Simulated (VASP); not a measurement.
Wanted: the native input for a VASP 6.6.1 run.

```yaml
Task: single point
Functional: PBE
Potentials_or_basis: VASP PAW PBE potentials, release 64 (Ti_sv, B, Os)
Cutoff: 520 eV
k_mesh: 6 × 6 × 4
Occupations: gaussian, width 0.1 eV
Spin: no spin polarisation
Dipole_correction: no
Further_INCAR_settings: ALGO = Fast; EDIFF = 1e-06; NBANDS = 27
```

The structure of Ti2B2Os lies in POSCAR:

```
Ti2B2Os
1.0
    3.7973291949      0.0000000000      0.0000000000
   -1.8986645975      3.2885835494      0.0000000000
    0.0000000000      0.0000000000      4.8797495889
Ti B Os
2 2 1
Direct
    0.3333333333      0.6666666667      0.6860680693
    0.6666666667      0.3333333333      0.3139319307
    0.3333333333      0.6666666667      0.1826481251
    0.6666666667      0.3333333333      0.8173518749
    0.0000000000      0.0000000000      0.0000000000
```

The cell was generated, and may not be a known phase.

One way to write it, as run:

INCAR

```
SYSTEM = Ti2B2Os
PREC = Accurate
ENCUT = 520
EDIFF = 1E-6
ISMEAR = 0
SIGMA = 0.1
LREAL = .FALSE.
LASPH = .TRUE.
NELM = 60
ALGO = Fast
ISIF = 2
LWAVE = .FALSE.
LCHARG = .FALSE.
GGA = PE
NBANDS = 27
```

KPOINTS

```
Automatic mesh
0
G
  6 6 4
  0 0 0
```

Potentials or basis: VASP PAW PBE potentials, release 64 (Ti_sv, B, Os).

Command:

```bash
$ cat potpaw_PBE.64/Ti_sv/POTCAR potpaw_PBE.64/B/POTCAR potpaw_PBE.64/Os/POTCAR > POTCAR
$ mpirun -np 1 vasp_std > vasp.out
```

It gave:

- Pressure: 0.2 GPa
- Largest force: 0.015 eV/Å
- Band gap on the k mesh: zero (bands 19 and 20 overlap by 1.48 eV)

Caveat: spin-orbit coupling is left out, which moves the levels of the heavy elements.

Wall time 44 s on 1 thread of Intel(R) Xeon(R) 6975P-C (Granite Rapids), on a shared host, peak memory 0.19 GiB.
